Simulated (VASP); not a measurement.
A run of VASP 6.6.1 is set up as follows.

File INCAR:

```
ALGO = Normal ; EDIFF = 1E-6
ENCUT = 520 ; GGA = PE
ISIF = 2 ; ISMEAR = 0
LASPH = T ; LCHARG = F
LREAL = F ; LWAVE = F
NBANDS = 14 ; NELM = 100
PREC = Accurate ; SIGMA = 0.01
```

File KPOINTS:

```
k-points
0
Gamma
  6 6 6
```

File POSCAR:

```
NaF
1.0
    0.0000000000      2.2972417821      2.2972417821
    2.2972417821      0.0000000000      2.2972417821
    2.2972417821      2.2972417821      0.0000000000
Na F
1 1
Direct
    0.0000000000      0.0000000000      0.0000000000
    0.5000000000      0.5000000000      0.5000000000
```

Potentials or basis: VASP PAW PBE potentials, release 64 (Na_pv, F).

Launch:

```bash
$ cat potpaw_PBE.64/Na_pv/POTCAR potpaw_PBE.64/F/POTCAR > POTCAR
$ mpirun -np 1 vasp_std > vasp.out
```

Q: Estimate the pressure.

A: 3.5 GPa.

Q: Predict the band gap on the k mesh.

A: 6.44 eV, direct.
